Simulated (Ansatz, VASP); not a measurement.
CuO in VASP and in Ansatz

```
CELL_PARAMETERS angstrom
1.96406 -2.12444 0.00000
1.96406 2.12444 0.00000
0.00000 0.00000 5.08624
ATOMIC_POSITIONS crystal
Cu 0.50000 0.00000 0.00000
Cu 0.00000 0.50000 0.50000
O 0.50000 0.50000 0.25000
O 0.50000 0.50000 0.75000
```

Change from the starting cell: volume scaled by 0.96.

Alike in both runs: task single point; functional PBE; k mesh 9 × 9 × 5; occupations fermi-dirac, width 0.05 eV; no spin polarisation.

```csv
,VASP,Ansatz
version,VASP 6.6.1,Ansatz 0.2.0
potentials or method,"VASP PAW PBE potentials, release 64 (Cu, O), cutoff 520 eV","all-electron LAPW, scalar-relativistic"
```

|  | VASP | Ansatz | Ansatz less VASP |
| --- | --- | --- | --- |
| gap on the k mesh at the Fermi level (eV) | none | none | - |
| pressure (GPa) | 9.3 | 8.5 | -0.78 |
| traceless stress, the component that is largest in VASP (GPa) | 1.87 | 1.56 | -0.307 |

A gap of «none» marks a metal or a gap that the smearing closes. Ansatz ran all-electron here, and VASP with PAW potentials.
